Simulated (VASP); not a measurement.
A run of VASP 6.6.1:

INCAR

```
SYSTEM = Ru
PREC = Accurate ; ENCUT = 520
EDIFF = 1E-6 ; ISMEAR = -1
SIGMA = 0.1 ; LREAL = .FALSE.
LASPH = .TRUE. ; NELM = 100
ALGO = Normal ; ISIF = 2
LWAVE = .FALSE. ; LCHARG = .FALSE.
GGA = B5 ; ALDAX = 1.0
AGGAX = 1.0 ; AGGAC = 1.0
ALDAC = 0.0 ; NBANDS = 28
```

KPOINTS

```
Automatic mesh
0
G
  10 10 13
  0 0 0
```

File POSCAR:

```
Ru
1.0
    4.3889833946      0.0000000000      0.0000000000
   -2.1944916973      3.8009711166      0.0000000000
    0.0000000000      0.0000000000      2.7687220306
Ru
3
Direct
    0.0000000000      0.0000000000      0.0000000000
    0.3333333333      0.6666666667      0.5000000000
    0.6666666667      0.3333333333      0.5000000000
```

Potentials or basis: VASP PAW PBE potentials, release 64 (Ru_pv).

Run with:

```bash
$ cat potpaw_PBE.64/Ru_pv/POTCAR > POTCAR
$ mpirun -np 1 vasp_std > vasp.out
```

Hardware: 1 thread of Intel(R) Xeon(R) 6975P-C (Granite Rapids) (shared host).

Task: How long does it take, and how much memory?

Result: Wall time 47 s on 1 thread of Intel(R) Xeon(R) 6975P-C (Granite Rapids) (shared host), peak memory 0.24 GiB. Counts: scf iterations 13, k points 98.
